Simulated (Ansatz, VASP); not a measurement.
**One calculation of Al, two programs**

```
CELL_PARAMETERS angstrom
-0.84363 1.68727 1.68727
1.68727 -0.84363 1.68727
1.68727 1.68727 -0.84363
ATOMIC_POSITIONS crystal
Al 0.00000 0.00000 0.00000
```

Alike in both runs: task single point; functional r2SCAN; k mesh 30 × 30 × 30; occupations gaussian, width 0.15 eV; no spin polarisation.

|  | VASP | Ansatz |
| --- | --- | --- |
| version | VASP 6.6.1 | Ansatz 0.2.0 |
| potentials or method | VASP PAW PBE potentials, release 64 (Al), cutoff 520 eV | scalar-relativistic, plane waves, PAW |
| valence electrons in the cell | 3 | 3 |

VASP gave:

```
gap on the k mesh at the Fermi level (eV) : none
pressure (GPa)                            : 18.5
```

Which values does Ansatz return?

gap on the k mesh at the Fermi level (eV): none; pressure (GPa): 18.7.

VASP's potentials were made for PBE, not for r2SCAN. A gap of «none» marks a metal or a gap that the smearing closes. The functional is the same, so the differences come from potentials, cutoffs and numerics.
